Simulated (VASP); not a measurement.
Runs of VASP 6.6.1 on Cs2Au. The structure is that of space group P6/mmm (No. 191), or close to it. The cells are those of the table. 

```tsv
task	cell	k mesh	cutoff (eV)	gap on the mesh (eV)	pressure (GPa)
relaxation of cell and atoms	relaxed from a = 4.792, b = 4.792, c = 5.311 Å, angles 90.0, 90.0, 120.0°, 3 atoms	6 × 6 × 4	600	none	0.0
single point	a = 6.233, b = 6.233, c = 4.121 Å, angles 90.0, 90.0, 120.0°, 3 atoms	6 × 6 × 4	520	none	0.2
single point	a = 6.382, b = 6.382, c = 4.284 Å, angles 90.0, 90.0, 120.0°, 3 atoms	12 × 12 × 12	520	none	0.0
single point	a = 4.792, b = 4.792, c = 5.311 Å, angles 90.0, 90.0, 120.0°, 3 atoms	6 × 6 × 4	520	none	(a)
```

Alike in all rows: level PBE; potentials or basis VASP PAW PBE potentials, release 64 (Cs_sv, Au); no spin polarisation; smearing gaussian 0.1 eV.

Q: Fill in the values left out.

A: (a) 17.9.

Caveats: some runs use coarse meshes; spin-orbit coupling is left out, which moves the levels of the heavy elements.

A k mesh can miss the band edges, and the runs leave out spin-orbit coupling on Au, Cs.

A gap of «none» marks levels without a gap at the run's occupations.
